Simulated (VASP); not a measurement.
Write the native input for VASP 6.6.1 that does the following.

* Task: single point
* Functional: PBE
* Potentials or basis: VASP PAW PBE potentials, release 64 (Zr_sv, C)
* Cutoff: 520 eV
* k mesh: 12 × 12 × 12
* Occupations: fermi-dirac, width 0.1 eV
* Spin: no spin polarisation
* Dipole correction: no
* Further INCAR settings: ALGO = Normal; EDIFF = 1e-06; NBANDS = 15

The structure of ZrC lies in POSCAR:

```
ZrC
1.0
    0.0000000000      2.3650000000      2.3650000000
    2.3650000000      0.0000000000      2.3650000000
    2.3650000000      2.3650000000      0.0000000000
Zr C
1 1
Direct
    0.5000000000      0.5000000000      0.5000000000
    0.0000000000      0.0000000000      0.0000000000
```

One way to write it, as run:

INCAR

```
SYSTEM = ZrC
PREC     = Accurate       ! precision mode
ENCUT    = 520            ! plane-wave cutoff, eV
EDIFF    = 1E-6           ! SCF threshold, eV
ISMEAR   = -1             ! smearing method
SIGMA    = 0.1            ! smearing width, eV
LREAL    = .FALSE.        ! projectors in reciprocal space
LASPH    = .TRUE.         ! aspherical terms in the spheres
NELM     = 60             ! most SCF steps
ALGO     = Normal         ! electronic algorithm
ISIF     = 2              ! what is computed and relaxed
LWAVE    = .FALSE.        ! write WAVECAR
LCHARG   = .TRUE.         ! write CHGCAR
GGA      = PE             ! functional
LELF     = .TRUE.         ! ELF
LVHAR    = .TRUE.       
NBANDS   = 15             ! bands
```

KPOINTS

```
Automatic mesh
0
G
  12 12 12
  0 0 0
```

Potentials or basis: VASP PAW PBE potentials, release 64 (Zr_sv, C).

Run with:

```console
$ cat potpaw_PBE.64/Zr_sv/POTCAR potpaw_PBE.64/C/POTCAR > POTCAR
$ mpirun -np 1 vasp_std > vasp.out
```

Results of the run:

```
Pressure               : -2.7 GPa
Band gap on the k mesh : zero (band 8 reaches 10.33 eV, above the bottom of band 9 at 9.03 eV)
```

Run time: 20 s on 1 thread of AMD EPYC 9R45 96-Core Processor (Zen 5), on a shared host, peak memory 0.14 GiB.
